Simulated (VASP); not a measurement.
# BN (P1) in VASP: notebook

The runs below take BN through single point, with PBE.

Program: VASP 6.6.1. These are calculated values, not measurements. Logs are shortened: lines on timing, memory, paths and dates and some standing lists are left out, and cuts for length are marked.

**1. The cell of the first run**

The typed cell holds 4 atoms: a = 2.554 Å, b = 2.554 Å, c = 4.227 Å, α = 90.00°, β = 90.00°, γ = 120.00°.

**2. Single point, PBE (all B atoms moved -0.100 Å, as atom 1 along Cartesian [1 1 0])**

Input file INCAR:

```
SYSTEM = BN
PREC     = Accurate       ! precision mode
ENCUT    = 520            ! plane-wave cutoff, eV
EDIFF    = 1E-6           ! SCF threshold, eV
ISMEAR   = 0              ! smearing method
SIGMA    = 0.05           ! smearing width, eV
LREAL    = .False.        ! projectors in reciprocal space
LASPH    = .True.         ! aspherical terms in the spheres
NELM     = 80             ! most SCF steps
ALGO     = Normal         ! electronic algorithm
ISIF     = 2              ! what is computed and relaxed
LWAVE    = .False.        ! write WAVECAR
LCHARG   = .True.         ! write CHGCAR
GGA      = PE             ! functional
LELF     = .True.         ! ELF
LVHAR    = .True.       
NBANDS   = 16             ! bands
```

Input file KPOINTS:

```
regular mesh
0
Gamma
  12 12 6
  0 0 0
```

Input file POSCAR:

```
BN
1.0
    2.5539396017      0.0000000000      0.0000000000
   -1.2769698009      2.2117765748      0.0000000000
    0.0000000000      0.0000000000      4.2268550000
B N
2 2
Direct
    0.6229947227      0.3013632515      0.9997240000
    0.2896613894      0.6346965848      0.4997240000
    0.6666666667      0.3333333333      0.6252760000
    0.3333333333      0.6666666667      0.1252760000
```

Potentials or basis: VASP PAW PBE potentials, release 64 (B, N).

Run with:

```bash
> cat potpaw_PBE.64/B/POTCAR potpaw_PBE.64/N/POTCAR > POTCAR
> mpirun -np 1 vasp_std > vasp.out
```

OUTCAR:

```text
SYSTEM = BN
   PREC = Accurate
   ENCUT = 520
   EDIFF = 1E-6
   ISMEAR = 0
   LREAL = .False.
   LASPH = .True.
   NELM = 80
   ISIF = 2
   GGA = PE

 ion  position               nearest neighbor table
   1  0.623  0.301  1.000-   4 1.50   4 1.55   3 1.59   4 1.66
   2  0.290  0.635  0.500-   3 1.48   4 1.59   3 1.59   3 1.64
   3  0.667  0.333  0.625-   2 1.48   1 1.59   2 1.59   2 1.64
   4  0.333  0.667  0.125-   1 1.50   1 1.55   2 1.59   1 1.66

  LATTYP: Found a hexagonal cell.
 ALAT       =     2.5539396017
 C/A-ratio  =     1.6550332659

  Lattice vectors:

 A1 = (   2.5539396017,   0.0000000000,   0.0000000000)
 A2 = (  -1.2769698009,   2.2117765748,   0.0000000000)
 A3 = (   0.0000000000,   0.0000000000,   4.2268550000)

Analysis of symmetry for initial positions (statically):
=====================================================================
 Subroutine PRICEL returns:
 Original cell was already a primitive cell.

 Routine SETGRP: Setting up the symmetry group for a
 hexagonal supercell.

 Subroutine GETGRP returns: Found  1 space group operations
 (whereof  1 operations were pure point group operations)
 out of a pool of 24 trial point group operations.

The static configuration has the point symmetry C_1 .

Analysis of symmetry for dynamics (positions and initial velocities):
=====================================================================
 Subroutine PRICEL returns:
 Original cell was already a primitive cell.

 Routine SETGRP: Setting up the symmetry group for a
 hexagonal supercell.

 Subroutine GETGRP returns: Found  1 space group operations
 (whereof  1 operations were pure point group operations)
 out of a pool of 24 trial point group operations.

The dynamic configuration has the point symmetry C_1 .

 Subroutine INISYM returns: Found  1 space group operations
 (whereof  1 operations are pure point group operations),
 and found     1 'primitive' translations

----------------------------------------------------------------------------------------

                                     Primitive cell

  volume of cell :      23.8764

  direct lattice vectors                    reciprocal lattice vectors
     2.553939602  0.000000000  0.000000000     0.391551938  0.226062617  0.000000000
    -1.276969801  2.211776575  0.000000000     0.000000000  0.452125233  0.000000000
     0.000000000  0.000000000  4.226855000     0.000000000  0.000000000  0.236582518

  length of vectors
     2.553939602  2.553939602  4.226855000     0.452125233  0.452125233  0.236582518

  position of ions in fractional coordinates (direct lattice)
     0.622994723  0.301363251  0.999724000
     0.289661389  0.634696585  0.499724000
     0.666666667  0.333333333  0.625276000
     0.333333333  0.666666667  0.125276000

  ion indices of the primitive-cell ions
   primitive index   ion index
                 1           1
                 2           2
                 3           3
                 4           4

----------------------------------------------------------------------------------------

 KPOINTS: regular mesh

Automatic generation of k-mesh.
 Grid dimensions read from file:
 generate k-points for:   12   12    6

 Generating k-lattice:

  Cartesian coordinates                     Fractional coordinates (reciprocal lattice)
     0.032629328  0.018838551  0.000000000     0.083333333  0.000000000  0.000000000
     0.000000000  0.037677103  0.000000000     0.000000000  0.083333333  0.000000000
     0.000000000  0.000000000  0.039430420     0.000000000  0.000000000  0.166666667

  Length of vectors
     0.037677103  0.037677103  0.039430420

  Shift w.r.t. Gamma in fractional coordinates (k-lattice)
     0.000000000  0.000000000  0.000000000

 Subroutine IBZKPT returns following result:
 ===========================================

 Found    436 irreducible k-points:

 Following reciprocal coordinates:
            Coordinates               Weight
  0.000000  0.000000  0.000000      1.000000
  0.083333  0.000000  0.000000      2.000000
  0.000000  0.083333  0.000000      2.000000
 -0.083333  0.083333  0.000000      2.000000
  0.166667  0.000000  0.000000      2.000000
  0.000000  0.166667  0.000000      2.000000
[... 16 lines left out ...]
  0.166667  0.083333  0.000000      2.000000
 -0.083333  0.250000  0.000000      2.000000
 [... further k-points ...]
   k-points           NKPTS =    436   k-points in BZ     NKDIM =    436   number of bands    NBANDS=     16
   number of dos      NEDOS =    301   number of ions     NIONS =      4
   total plane-waves  NPLWV =  12800
   dimension x,y,z NGX =    20 NGY =   20 NGZ =   32
   dimension x,y,z NGXF=    40 NGYF=   40 NGZF=   64
   ions per type =               2   2
   NGX,Y,Z   is equivalent  to a cutoff of  13.02, 13.02, 12.59 a.u.
   NGXF,Y,Z  is equivalent  to a cutoff of  26.04, 26.04, 25.17 a.u.
 SYSTEM =  BN
   PREC   = accura    normal or accurate (medium, high low for compatibility)
   ISTART =      0    job   : 0-new  1-cont  2-samecut
   ICHARG =      2    charge: 1-file 2-atom 10-const
   ISPIN  =      1    spin polarized calculation?
   LNONCOLLINEAR =      F non collinear calculations
   LSORBIT =      F    spin-orbit coupling
   LASPH  =      T    aspherical Exc in radial PAW
   ENCUT  =  520.0 eV  38.22 Ry    6.18 a.u.   4.75  4.75  7.86*2*pi/ulx,y,z
   NELM   =     80;   NELMIN=  2; NELMDL= -5     # of ELM steps
   EDIFF  = 0.1E-05   stopping-criterion for ELM
   LREAL  =      F    real-space projection
   EDIFFG = 0.1E-04   stopping-criterion for IOM
   NSW    =      0    number of steps for IOM
   IBRION =     -1    ionic relax: 0-MD 1-quasi-New 2-CG
   NFREE  =      0    steps in history (QN), initial steepest desc. (CG)
   ISIF   =      2    stress and relaxation
   ISYM   =      2    0-nonsym 1-usesym 2-fastsym
   POTIM  = 0.5000    time-step for ionic-motion
   TEBEG  =    0.0;   TEEND  =   0.0 temperature during run
   PSTRESS=    0.0 pullay stress
   NELECT =      16.0000    total number of electrons
   NUPDOWN=      -1.0000    fix difference up-down
   EMIN   =  10.00;   EMAX   =-10.00  energy-range for DOS
   EFERMI =   0.00;   METHOD = LEGACY
   ISMEAR =     0;   SIGMA  =   0.05  broadening in eV -4-tet -1-fermi 0-gaus
   EFERMI_NEDOS =   21; number of points for ismear=-14 and -15
   IALGO  =     38    algorithm
   IMIX   =      4    mixing-type and parameters
     AMIX     =   0.40;   BMIX     =  1.00
     AMIX_MAG =   1.60;   BMIX_MAG =  1.00
  volume/ion in A,a.u.               =       5.97        40.28
  Fermi-wavevector in a.u.,A,eV,Ry     =   1.432600  2.707222 27.923836  2.052344
  Thomas-Fermi vector in A             =   2.552210
   LORBIT       =      0    0 simple, 1 ext, 2 COOP (PROOUT), +10 PAW based schemes
   GGA     = PE    functional components
   LHFCALC =     F    Hartree Fock is set to
   AEXX    =    0.0000 exact exchange contribution
   IVDW    =     0    specifies the selected vdW correction
   LEPSILON=     F    determine dielectric tensor
   LRPA    =     F    only Hartree local field effects (RPA)
 non-spin polarized calculation
 Gauss-broadening in eV      SIGMA  =   0.05
  energy-cutoff  :      520.00
  volume of cell :       23.88
 maximum number of plane-waves:       660
   NGX =  9   NGY =  9   NGZ = 15

 number of electron      16.0000000 magnetization

 Free energy of the ion-electron system (eV)
  ---------------------------------------------------
  ext. energy  EPLUGINS =         0.00000000
  ---------------------------------------------------
  free energy    TOTEN  =       -34.58943613 eV

  energy without entropy =      -34.58943613  energy(sigma->0) =      -34.58943613

 E-fermi :   8.0908     XC(G=0): -12.7612

 val. band max:        7.8918273006   @ k =   0.0000   0.0000   0.0000
 cond. band min:      12.5520109956   @ k =   0.3333   0.3333   0.0000
 fundamental gap:      4.6601836950
 Fermi energy:         8.0907972461

 k-point     1 :       0.0000    0.0000    0.0000
  band No.  band energies     occupation
      1     -12.8652      2.00000
      2      -8.7817      2.00000
      3      -3.3950      2.00000
      4       5.0686      2.00000
      5       5.1186      2.00000
      6       6.9047      2.00000
[... 8 lines left out ...]
     15      19.9368      0.00000
     16      23.4390      0.00000

 k-point     2 :       0.0833    0.0000    0.0000
  band No.  band energies     occupation
      1     -12.7154      2.00000
      2      -8.6674      2.00000
      3      -3.2464      2.00000
      4       4.4646      2.00000
      5       4.8304      2.00000
      6       6.6308      2.00000
[... 8 lines left out ...]
     15      20.0779      0.00000
     16      23.2021      0.00000

 k-point     3 :       0.0000    0.0833    0.0000
  band No.  band energies     occupation
      1     -12.7155      2.00000
      2      -8.6675      2.00000
      3      -3.2464      2.00000
      4       4.4612      2.00000
      5       4.8233      2.00000
      6       6.6801      2.00000
[... 8 lines left out ...]
     15      20.2361      0.00000
     16      23.2041      0.00000

 k-point     4 :      -0.0833    0.0833    0.0000
  band No.  band energies     occupation
      1     -12.7155      2.00000
      2      -8.6677      2.00000
      3      -3.2464      2.00000
      4       4.4452      2.00000
      5       4.8372      2.00000
      6       6.6853      2.00000
[... 8 lines left out ...]
     15      20.3400      0.00000
     16      23.2078      0.00000

 k-point     5 :       0.1667    0.0000    0.0000
  band No.  band energies     occupation
      1     -12.2711      2.00000
      2      -8.3406      2.00000
      3      -2.8069      2.00000
      4       2.8883      2.00000
      5       4.2181      2.00000
      6       5.4511      2.00000
[... 8 lines left out ...]
     15      21.0406      0.00000
     16      22.5795      0.00000

 k-point     6 :       0.0000    0.1667    0.0000
  band No.  band energies     occupation
      1     -12.2713      2.00000
      2      -8.3412      2.00000
      3      -2.8069      2.00000
      4       2.8865      2.00000
      5       4.1573      2.00000
      6       5.5925      2.00000
[... 8 lines left out ...]
     15      21.2293      0.00000
     16      22.5958      0.00000
[... 267 lines left out ...]
 k-point    21 :      -0.0833    0.1667    0.0000
  band No.  band energies     occupation
      1     -12.4187      2.00000
      2      -8.4474      2.00000
      3      -2.9523      2.00000
      4       3.4430      2.00000
      5       4.2512      2.00000
      6       6.0855      2.00000
[... 8 lines left out ...]
     15      21.0585      0.00000
     16      22.8206      0.00000

 k-point    22 :      -0.1667    0.0833    0.0000
  band No.  band energies     occupation
      1     -12.4185      2.00000
      2      -8.4469      2.00000
      3      -2.9523      2.00000
      4       3.4744      2.00000
      5       4.2109      2.00000
      6       6.0550      2.00000
[... 8 lines left out ...]
     15      21.0392      0.00000
     16      22.8224      0.00000

 k-point    23 :       0.1667    0.0833    0.0000
  band No.  band energies     occupation
      1     -11.8348      2.00000
      2      -8.0407      2.00000
      3      -2.3770      2.00000
      4       1.9077      2.00000
      5       3.2110      2.00000
      6       4.7413      2.00000
[... 8 lines left out ...]
     15      22.0345      0.00000
     16      22.7052      0.00000

 k-point    24 :      -0.0833    0.2500    0.0000
  band No.  band energies     occupation
      1     -11.8357      2.00000
      2      -8.0426      2.00000
      3      -2.3766      2.00000
      4       1.8652      2.00000
      5       3.2635      2.00000
      6       4.7778      2.00000
[... 8 lines left out ...]
     15      22.0398      0.00000
     16      22.6992      0.00000

 [... further k-points ...]
[... 5 lines left out ...]
  --------------------------------------------------------------------------------------
  -------------------------------------------------------------------------------------
  Total        0.6424836      0.6308239      0.1083737      0.2740644     -0.3445735     -0.3451747
  in kB       43.1125217     42.3301202      7.2721903     18.3905208    -23.1218813    -23.1622303
  external PRESSURE =      30.9049441 kB  Pullay stress =       0.0000000 kB

 VOLUME and BASIS-vectors are now :
 -----------------------------------------------------------------------------
  energy-cutoff  :      520.00
  volume of cell :       23.88
      direct lattice vectors                 reciprocal lattice vectors
     2.553939602  0.000000000  0.000000000     0.391551938  0.226062617  0.000000000
    -1.276969801  2.211776575  0.000000000     0.000000000  0.452125233  0.000000000
     0.000000000  0.000000000  4.226855000     0.000000000  0.000000000  0.236582518

 POSITION                                       TOTAL-FORCE (eV/Angst)
 -----------------------------------------------------------------------------------
      1.20626      0.66655      4.22569         1.374090      1.715338     -0.228133
     -0.07071      1.40381      2.11226         2.059313      1.716765     -0.268839
      1.27697      0.73726      2.64295        -2.083327     -1.716681      0.269605
     -0.00000      1.47452      0.52952        -1.350075     -1.715422      0.227367
 -----------------------------------------------------------------------------------
    total drift:                               -0.000172     -0.000173      0.000189

  FREE ENERGIE OF THE ION-ELECTRON SYSTEM (eV)
  ---------------------------------------------------
  free  energy   TOTEN  =       -34.5894361301 eV

  energy  without entropy=      -34.5894361301  energy(sigma->0) =      -34.58943613
```

Run time: 54 s. Hardware: 1 thread of Intel Xeon 6975P-C (Granite Rapids), shared host; peak memory 0.23 GiB.

What came out:

| Quantity | Value |
| --- | --- |
| Free energy | -34.5894 eV |
| Pressure | 3.1 GPa |
| Largest force | 2.713 eV/Å |
| Band gap on the k mesh | 4.66 eV, indirect (least direct gap 7.57 eV) |

Forces in eV/Å, atoms in the order of the input:
```
B    1.374  1.715 -0.228
B    2.059  1.717 -0.269
N   -2.083 -1.717  0.270
N   -1.350 -1.715  0.227
```

Levels at points of the mesh, in eV from the valence-band top:
| k point | band 4 | band 5 | band 6 | band 7 | band 8 | band 9 | band 10 | band 11 | band 12 | band 13 |
| --- | --- | --- | --- | --- | --- | --- | --- | --- | --- | --- |
| (0.00, 0.00, 0.00) | -2.82 | -2.77 | -0.99 | -0.26 | 0.00 | 7.62 | 7.66 | 8.06 | 8.66 | 10.16 |
| (0.50, 0.00, 0.00) | -8.24 | -7.27 | -5.46 | -4.84 | -2.54 | 6.20 | 7.42 | 10.05 | 10.97 | 12.22 |
| (0.00, 0.50, 0.00) | -8.23 | -7.31 | -5.35 | -4.88 | -2.47 | 6.05 | 7.22 | 9.86 | 11.30 | 12.35 |
| (0.50, 0.50, 0.00) | -8.21 | -7.36 | -5.23 | -4.93 | -2.40 | 5.90 | 7.03 | 9.79 | 11.45 | 12.53 |
| (0.00, 0.00, 0.50) | -6.17 | -2.38 | -2.32 | -0.88 | -0.85 | 7.96 | 8.20 | 8.76 | 9.27 | 10.68 |
| (0.50, 0.00, 0.50) | -10.20 | -4.63 | -4.04 | -4.00 | -3.74 | 5.80 | 6.29 | 8.92 | 10.03 | 13.40 |
| (0.00, 0.50, 0.50) | -10.25 | -4.72 | -4.31 | -3.77 | -3.54 | 5.80 | 6.14 | 8.93 | 9.74 | 13.74 |
| (0.50, 0.50, 0.50) | -10.35 | -4.70 | -4.55 | -3.55 | -3.46 | 5.83 | 5.95 | 9.07 | 9.36 | 14.12 |

Caveat: the cell differs from its parent crystal (all B atoms moved -0.100 Å, as atom 1 along Cartesian [1 1 0]); forces of over 1 eV/Å act on the atoms, so gaps and moduli don't describe the material at rest. A k mesh can miss the band edges.

**3. Single point, PBE (all B atoms moved +0.075 Å, as atom 1 along Cartesian [1 1 0])**

Input file INCAR:

```
SYSTEM = BN
PREC = Accurate
ENCUT = 520
EDIFF = 1E-7
ISMEAR = 0
SIGMA = 0.05
LREAL = .FALSE.
LASPH = .TRUE.
NELM = 100
ALGO = Normal
ISIF = 2
LWAVE = .FALSE.
LCHARG = .FALSE.
GGA = PE
NBANDS = 16
```

Input file KPOINTS:

```
regular mesh
0
G
  12 12 6
  0 0 0
```

POSCAR, as its differences from that of step 2:

```diff
@@ -8,4 +8,4 @@
 Direct
-    0.6229947227      0.3013632515      0.9997240000
-    0.2896613894      0.6346965848      0.4997240000
+    0.6994206246      0.3573108947      0.9997240000
+    0.3660872913      0.6906442280      0.4997240000
     0.6666666667      0.3333333333      0.6252760000
```

Potentials or basis: VASP PAW PBE potentials, release 64 (B, N).

Run with:

```bash
> cat potpaw_PBE.64/B/POTCAR potpaw_PBE.64/N/POTCAR > POTCAR
> mpirun -np 1 vasp_std > vasp.out
```

Wall time 54 s (1 thread of Intel Xeon 6975P-C (Granite Rapids), shared host); peak memory 0.24 GiB.

Results (log left out):

| Property | Result |
| --- | --- |
| Free energy | -34.6957 eV |
| Pressure | 1.8 GPa |
| Largest force | 1.980 eV/Å |
| Band gap on the k mesh | 4.83 eV, indirect (least direct gap 7.80 eV) |

Forces on the atoms (eV/Å):
```
B   -1.482 -1.290 -0.142
B   -1.098 -1.290 -0.125
N    1.084  1.290  0.125
N    1.496  1.290  0.142
```

Stress tensor (GPa, compression positive):
```
2.61 1.03 1.72
1.03 2.59 1.72
1.72 1.72 0.26
```

Levels at points of the mesh, in eV from the valence-band top:
```
           k point  band 6  band 7  band 8  band 9  band 10  band 11
(0.00, 0.00, 0.00)   -0.79   -0.20    0.00    7.86     7.89     8.22
(0.50, 0.00, 0.00)   -5.29   -4.69   -2.40    6.35     7.58    10.21
(0.00, 0.50, 0.00)   -5.22   -4.72   -2.36    6.26     7.47    10.08
(0.50, 0.50, 0.00)   -5.16   -4.75   -2.32    6.18     7.35    10.01
(0.00, 0.00, 0.50)   -2.02   -0.92   -0.90    8.40     8.60     9.00
(0.50, 0.00, 0.50)   -3.91   -3.87   -3.69    6.03     6.39     9.21
(0.00, 0.50, 0.50)   -4.12   -3.71   -3.53    6.03     6.30     9.24
(0.50, 0.50, 0.50)   -4.31   -3.54   -3.48    6.07     6.17     9.36
```

Caveat: the cell differs from its parent crystal (all B atoms moved +0.075 Å, as atom 1 along Cartesian [1 1 0]); forces of over 1 eV/Å act on the atoms, so gaps and moduli don't describe the material at rest. A k mesh can miss the band edges.
